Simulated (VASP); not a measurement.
# Si7NO16 (a cell with a defect) in VASP: electric field gradients with r2SCAN

Aim: the electric field gradients of Si7NO16 (a cell with a defect) with r2SCAN.

Program: VASP 6.6.1. These are calculated values, not measurements. Logs are shortened: lines on timing, memory, paths and dates and some standing lists are left out, and cuts for length are marked.

**1. The cell of the first run**

The cell holds a defect, 24 atoms: a = 7.311 Å, b = 7.007 Å, c = 10.127 Å, α = 90.00°, β = 136.22°, γ = 90.00°.

**2. Electric field gradients, r2SCAN**

POSCAR reads:

```
Si7NO16
1.0
    0.0000000000      0.0000000000      7.3113424844
    4.9545809254     -4.9545809254      0.0000000000
    4.9545809254      4.9545809254     -7.3113424844
N Si O
1 7 16
Direct
    0.0000000000      0.0000000000      0.0000000000
   -0.0030782900      0.0000000000      0.5000000000
    0.5030782900      0.5000000000      0.0000000000
    0.5000000000      0.5000000000      0.5000000000
    0.4755306686      0.7560829174      0.2358630966
    0.5164153454      0.7641369034      0.7560829174
    0.0042495105      0.2358630966      0.2439170826
    0.0038044755      0.2439170826      0.7641369034
    0.2680129255      0.9549966213      0.1597470195
    0.3043488606      0.9306052826      0.6755275505
    0.7997116548      0.4098587311      0.1597007925
    0.7944967577      0.4133756314      0.6810316064
    0.7698478689      0.8402992075      0.4098587311
    0.8467307153      0.8402529805      0.9549966213
    0.2999104801      0.3189683936      0.4133756314
    0.3017839726      0.3244724495      0.9306052826
    0.4405734073      0.6755275505      0.0693947174
    0.4731592173      0.6810316064      0.5866243686
    0.9367374727      0.1597470195      0.0450033787
    0.9501304067      0.1597007925      0.5901412689
    0.4324335449      0.5866243686      0.3189683936
    0.4803100697      0.5901412689      0.8402992075
    0.9532937596      0.0693947174      0.3244724495
    0.9485188865      0.0450033787      0.8402529805
```

INCAR.step1 reads:

```
ALGO = Normal ; EDIFF = 1E-4
ENCUT = 520 ; GGA = PE
ISMEAR = -1 ; LASPH = T
LCHARG = F ; LREAL = Auto
LWAVE = T ; NBANDS = 82
NELECT = 128.0 ; NELM = 80
PREC = Accurate ; SIGMA = 0.01
```

INCAR.step2 reads:

```
ALGO = Normal ; EDIFF = 1E-8
ENCUT = 520 ; ISIF = 2
ISMEAR = -1 ; ISTART = 1
LASPH = T ; LCHARG = F
LEFG = T ; LMIXTAU = T
LREAL = Auto ; LWAVE = F
METAGGA = R2SCAN ; NBANDS = 82
NELECT = 128.0 ; NELM = 80
PREC = Accurate ; SIGMA = 0.01
```

KPOINTS reads:

```
k-points
0
Gamma
  4 4 4
```

Potentials or basis: VASP PAW PBE potentials, release 64 (N, Si, O).

Run with:

```bash
> cat potpaw_PBE.64/N/POTCAR potpaw_PBE.64/Si/POTCAR potpaw_PBE.64/O/POTCAR > POTCAR
> cp INCAR.step1 INCAR
> mpirun -np 1 vasp_std > vasp.out
> cp INCAR.step2 INCAR
> mpirun -np 1 vasp_std > vasp.out
```

OUTCAR:

```text
EDIFF = 1E-8
   ENCUT = 520
   ISIF = 2
   ISMEAR = -1
   ISTART = 1
   LASPH = T
   LREAL = Auto
   METAGGA = R2SCAN
   NELECT = 128.0
   NELM = 80
   PREC = Accurate

 ion  position               nearest neighbor table
   1  0.000  0.000  0.000-   9 1.41  14 1.41  19 1.41  24 1.41
   2  0.997  0.000  0.500-  13 1.63  20 1.63  10 1.64  23 1.64   7 3.11   6 3.11   8 3.14   5 3.14

   3  0.503  0.500  0.000-  22 1.63  11 1.63  16 1.64  17 1.64   8 3.11   5 3.11   7 3.14   6 3.14

   4  0.500  0.500  0.500-  15 1.63  18 1.63  21 1.63  12 1.63   5 3.12   6 3.12   8 3.12   7 3.12
[... 7 lines left out ...]
  11  0.800  0.410  0.160-   7 1.62   3 1.63
  12  0.794  0.413  0.681-   8 1.61   4 1.63
  13  0.770  0.840  0.410-   5 1.62   2 1.63
  14  0.847  0.840  0.955-   1 1.41   6 1.77
[... 8 lines left out ...]
  23  0.953  0.069  0.324-   7 1.61   2 1.64
  24  0.949  0.045  0.840-   1 1.41   8 1.77

  LATTYP: Found a simple tetragonal cell.
 ALAT       =     7.0068355406
 C/A-ratio  =     1.0434585544

  Lattice vectors:

 A1 = (   4.9545809254,   4.9545809254,   0.0000000000)
 A2 = (   4.9545809254,  -4.9545809254,   0.0000000000)
 A3 = (   0.0000000000,   0.0000000000,  -7.3113424844)

Analysis of symmetry for initial positions (statically):
=====================================================================
 Subroutine PRICEL returns:
 Original cell was already a primitive cell.

 Routine SETGRP: Setting up the symmetry group for a
 simple tetragonal supercell.

 Subroutine GETGRP returns: Found  4 space group operations
 (whereof  4 operations were pure point group operations)
 out of a pool of 16 trial point group operations.

The static configuration has the point symmetry S_4 .

Analysis of symmetry for dynamics (positions and initial velocities):
=====================================================================
 Subroutine PRICEL returns:
 Original cell was already a primitive cell.

 Routine SETGRP: Setting up the symmetry group for a
 simple tetragonal supercell.

 Subroutine GETGRP returns: Found  4 space group operations
 (whereof  4 operations were pure point group operations)
 out of a pool of 16 trial point group operations.

The dynamic configuration has the point symmetry S_4 .

 Subroutine INISYM returns: Found  4 space group operations
 (whereof  4 operations are pure point group operations),
 and found     1 'primitive' translations

----------------------------------------------------------------------------------------

                                     Primitive cell

  volume of cell :     358.9558

  direct lattice vectors                    reciprocal lattice vectors
     0.000000000  0.000000000  7.311342484     0.100916709  0.100916709  0.136773787
     4.954580925 -4.954580925  0.000000000     0.100916709 -0.100916709  0.000000000
     4.954580925  4.954580925 -7.311342484     0.100916709  0.100916709  0.000000000

  length of vectors
     7.311342484  7.006835541 10.126770128     0.197675069  0.142717778  0.142717778

  position of ions in fractional coordinates (direct lattice)
     0.000000000  0.000000000  0.000000000
     0.996921710  0.000000000  0.500000000
     0.503078290  0.500000000  0.000000000
     0.500000000  0.500000000  0.500000000
     0.475530669  0.756082917  0.235863097
     0.516415345  0.764136903  0.756082917
[... 16 lines left out ...]
     0.953293760  0.069394717  0.324472449
     0.948518886  0.045003379  0.840252980

  ion indices of the primitive-cell ions
   primitive index   ion index
                 1           1
                 2           2
                 3           3
                 4           4
                 5           5
                 6           6
[... 16 lines left out ...]
                23          23
                24          24

----------------------------------------------------------------------------------------

 KPOINTS: k-points

Automatic generation of k-mesh.
 Grid dimensions read from file:
 generate k-points for:    4    4    4

 Generating k-lattice:

  Cartesian coordinates                     Fractional coordinates (reciprocal lattice)
     0.025229177  0.025229177  0.034193447     0.250000000  0.000000000  0.000000000
[... 41 lines left out ...]
   NGXF,Y,Z  is equivalent  to a cutoff of  24.56, 25.62, 26.27 a.u.
 SYSTEM =  unknown system
   PREC   = accura    normal or accurate (medium, high low for compatibility)
   ISTART =      1    job   : 0-new  1-cont  2-samecut
   ICHARG =      0    charge: 1-file 2-atom 10-const
   ISPIN  =      1    spin polarized calculation?
   LNONCOLLINEAR =      F non collinear calculations
   LSORBIT =      F    spin-orbit coupling
   LASPH  =      T    aspherical Exc in radial PAW
   ENCUT  =  520.0 eV  38.22 Ry    6.18 a.u.  13.59 13.03 18.83*2*pi/ulx,y,z
   NELM   =     80;   NELMIN=  2; NELMDL=  0     # of ELM steps
   EDIFF  = 0.1E-07   stopping-criterion for ELM
   LREAL  =      T    real-space projection
   EDIFFG = 0.1E-06   stopping-criterion for IOM
   NSW    =      0    number of steps for IOM
   IBRION =     -1    ionic relax: 0-MD 1-quasi-New 2-CG
   NFREE  =      0    steps in history (QN), initial steepest desc. (CG)
   ISIF   =      2    stress and relaxation
   ISYM   =      2    0-nonsym 1-usesym 2-fastsym
   POTIM  = 0.5000    time-step for ionic-motion
   TEBEG  =    0.0;   TEEND  =   0.0 temperature during run
   PSTRESS=    0.0 pullay stress
   NELECT =     128.0000    total number of electrons
   NUPDOWN=      -1.0000    fix difference up-down
   EMIN   =  10.00;   EMAX   =-10.00  energy-range for DOS
   EFERMI =   0.00;   METHOD = LEGACY
   ISMEAR =    -1;   SIGMA  =   0.01  broadening in eV -4-tet -1-fermi 0-gaus
   EFERMI_NEDOS =   21; number of points for ismear=-14 and -15
   IALGO  =     38    algorithm
   IMIX   =      4    mixing-type and parameters
     AMIX     =   0.40;   BMIX     =  1.00
     AMIX_MAG =   1.60;   BMIX_MAG =  1.00
  volume/ion in A,a.u.               =      14.96       100.93
  Fermi-wavevector in a.u.,A,eV,Ry     =   1.160908  2.193798 18.336674  1.347708
  Thomas-Fermi vector in A             =   2.297486
   LORBIT       =      0    0 simple, 1 ext, 2 COOP (PROOUT), +10 PAW based schemes
   METAGGA = R2SCAN    functional components
   LHFCALC =     F    Hartree Fock is set to
   AEXX    =    0.0000 exact exchange contribution
   IVDW    =     0    specifies the selected vdW correction
   LEPSILON=     F    determine dielectric tensor
   LRPA    =     F    only Hartree local field effects (RPA)
 non-spin polarized calculation
  energy-cutoff  :      520.00
  volume of cell :      358.96
 maximum number of plane-waves:      9732
   NGX = 27   NGY = 27   NGZ = 37

 number of electron     127.9999996 magnetization

 Free energy of the ion-electron system (eV)
  ---------------------------------------------------
  ext. energy  EPLUGINS =         0.00000000
  ---------------------------------------------------
  free energy    TOTEN  =      -226.04504355 eV

  energy without entropy =     -226.04504355  energy(sigma->0) =     -226.04504355

 E-fermi :  -0.8868     XC(G=0):  -8.4984

 val. band max:       -1.1065998517   @ k =   0.0000   0.0000   0.0000
 cond. band min:       4.2744993860   @ k =   0.0000   0.0000   0.0000
 fundamental gap:      5.3810992377
 Fermi energy:        -0.8868145454

 k-point     1 :       0.0000    0.0000    0.0000
  band No.  band energies     occupation
      1     -26.4862      2.00000
      2     -21.0619      2.00000
      3     -21.0619      2.00000
      4     -20.9886      2.00000
      5     -20.9612      2.00000
      6     -20.2818      2.00000
[... 1411 lines left out ...]
     75       9.1820      0.00000
     76       9.1820      0.00000
 [bands above 76 left out]

------------------------ aborting loop because EDIFF is reached ----------------------------------------

  FORCE on cell =-STRESS in cart. coord.  units (eV):
  Direction    XX          YY          ZZ          XY          YZ          ZX
  --------------------------------------------------------------------------------------
  -------------------------------------------------------------------------------------
  Total      -23.1669491    -23.1669491    -25.5942283     -0.0000046      0.0000000     -0.0000000
  in kB     -103.4042648   -103.4042648   -114.2382772     -0.0000205      0.0000000     -0.0000000
  external PRESSURE =    -107.0156023 kB  Pullay stress =       0.0000000 kB

 VOLUME and BASIS-vectors are now :
 -----------------------------------------------------------------------------
  energy-cutoff  :      520.00
  volume of cell :      358.96
      direct lattice vectors                 reciprocal lattice vectors
     0.000000000  0.000000000  7.311342484     0.100916709  0.100916709  0.136773787
     4.954580925 -4.954580925  0.000000000     0.100916709 -0.100916709  0.000000000
     4.954580925  4.954580925 -7.311342484     0.100916709  0.100916709  0.000000000

 POSITION                                       TOTAL-FORCE (eV/Angst)
 -----------------------------------------------------------------------------------
      0.00000      0.00000      0.00000         0.000000     -0.000000     -0.000000
      2.47729      2.47729      3.63316         0.000000     -0.000000     -0.052635
      2.47729     -2.47729      3.67818         0.000000     -0.000000      0.052635
      4.95458      0.00000      0.00000         0.000000     -0.000000     -0.000000
      4.91468     -2.57747      1.75229        -0.011318      0.097874      0.071772
      7.53205     -0.03990     -1.75229        -0.097874     -0.011318     -0.071772
[... 16 lines left out ...]
      1.95145      1.26380      4.59753         0.261400     -0.033042      0.025329
      4.38607      3.94013      0.79157         0.194906     -0.074705      0.045483
 -----------------------------------------------------------------------------------
    total drift:                                0.000060      0.000039     -0.000018

  FREE ENERGIE OF THE ION-ELECTRON SYSTEM (eV)
  ---------------------------------------------------
  free  energy   TOTEN  =      -226.0450435522 eV

  energy  without entropy=     -226.0450435522  energy(sigma->0) =     -226.04504355

 Electric field gradients (V/A^2)
---------------------------------------------------------------------
 ion       V_xx      V_yy      V_zz      V_xy      V_xz      V_yz
---------------------------------------------------------------------
   1       1.822     1.821    -3.643    -0.001    -0.000    -0.000
   2      -1.784    14.236   -12.452   -11.940    -0.000    -0.000
   3      14.236    -1.784   -12.452    11.940    -0.000    -0.000
   4      -9.830    -9.830    19.660     0.000    -0.000    -0.000
   5     -14.940    16.753    -1.813   -10.670    -4.303    29.709
   6      16.753   -14.940    -1.813    10.670    29.709     4.302
[... 16 lines left out ...]
  23     -36.357    28.749     7.608     7.814   -16.337   -76.862
  24     -56.736    80.860   -24.123    95.202   -77.951  -200.247
---------------------------------------------------------------------

 Electric field gradients after diagonalization (V/A^2)
 (convention: |V_zz| > |V_xx| > |V_yy|)
----------------------------------------------------------------------
 ion       V_xx      V_yy      V_zz     asymmetry (V_yy - V_xx)/ V_zz
----------------------------------------------------------------------
   1       1.822     1.821    -3.643       0.000
   2     -12.452    -8.152    20.604       0.209
   3     -12.452    -8.152    20.604       0.209
   4      -9.830    -9.830    19.660       0.000
   5     -24.700   -16.128    40.828       0.210
   6     -24.700   -16.128    40.828       0.210
[... 16 lines left out ...]
  23     -61.601   -36.228    97.829       0.259
  24    -178.792  -101.480   280.272       0.276
----------------------------------------------------------------------

           NMR quadrupolar parameters

 Cq : quadrupolar parameter    Cq=e*Q*V_zz/h
 eta: asymmetry parameters     (V_yy - V_xx)/ V_zz
 Q  : nuclear electric quadrupole moment in mb (millibarn)
----------------------------------------------------------------------
 ion       Cq(MHz)       eta       Q (mb)
----------------------------------------------------------------------
   1      -0.009       0.000       1.000
   2       0.050       0.209       1.000
   3       0.050       0.209       1.000
   4       0.048       0.000       1.000
   5       0.099       0.210       1.000
   6       0.099       0.210       1.000
[... 16 lines left out ...]
  23       0.237       0.259       1.000
  24       0.678       0.276       1.000
----------------------------------------------------------------------
```

Wall time 1.5 h (1 thread of Oxide Virtual Turin-like, shared host); peak memory 0.74 GiB.

Results:

```yaml
Free_energy: -226.0450 eV
Largest_force: 0.265 eV/Å
Largest_electric_field_gradient_by_atom: N -3.6; Si +20.6, +19.7, +40.8 (each value once); O +280.3, +97.8, +98.6, +96.5 (each value once) V/Å²
```

Forces in eV/Å, atoms in the order of the input:
```
N    0.000  0.000  0.000
Si   0.000  0.000 -0.053
Si   0.000  0.000  0.053
Si   0.000  0.000  0.000
Si  -0.011  0.098  0.072
Si  -0.098 -0.011 -0.072
Si   0.098  0.011 -0.072
Si   0.011 -0.098  0.072
O   -0.195  0.075  0.045
O   -0.261  0.033  0.025
O   -0.231  0.027 -0.019
O   -0.255  0.007  0.035
O   -0.027 -0.231  0.019
O   -0.075 -0.195 -0.045
O   -0.007 -0.255 -0.035
O   -0.033 -0.261 -0.025
O    0.033  0.261 -0.025
O    0.007  0.255 -0.035
O    0.075  0.195 -0.045
O    0.027  0.231  0.019
O    0.255 -0.007  0.035
O    0.231 -0.027 -0.019
O    0.261 -0.033  0.025
O    0.195 -0.075  0.045
```

Electric field gradients, principal values (V/Å²):
```csv
atom,least,middle,greatest (by size)
1 N,1.821,1.822,-3.643
2 Si,-8.152,-12.452,20.604
3 Si,-8.152,-12.452,20.604
4 Si,-9.830,-9.830,19.660
5 Si,-16.128,-24.700,40.828
6 Si,-16.128,-24.700,40.828
7 Si,-16.128,-24.700,40.828
8 Si,-16.128,-24.700,40.828
9 O,-101.478,-178.792,280.270
10 O,-36.228,-61.603,97.831
11 O,-35.628,-63.005,98.633
12 O,-46.107,-50.368,96.475
13 O,-35.625,-63.005,98.630
14 O,-101.478,-178.796,280.275
15 O,-46.105,-50.371,96.476
16 O,-36.228,-61.603,97.832
17 O,-36.226,-61.601,97.828
18 O,-46.105,-50.368,96.473
19 O,-101.482,-178.793,280.275
20 O,-35.626,-63.005,98.631
21 O,-46.102,-50.370,96.472
22 O,-35.630,-63.005,98.634
23 O,-36.228,-61.601,97.829
24 O,-101.480,-178.792,280.272
```

Caveat: the cell carries a net charge on a neutralising background, which shifts energy and pressure; the cell is charged against a uniform background, so pressure and absolute levels hang on convention; without QUAD_EFG the Cq values of the log hold for a quadrupole moment of 1 mb, not for the nuclei; the PAW data sets were made with another functional, which shifts forces and pressure a little.
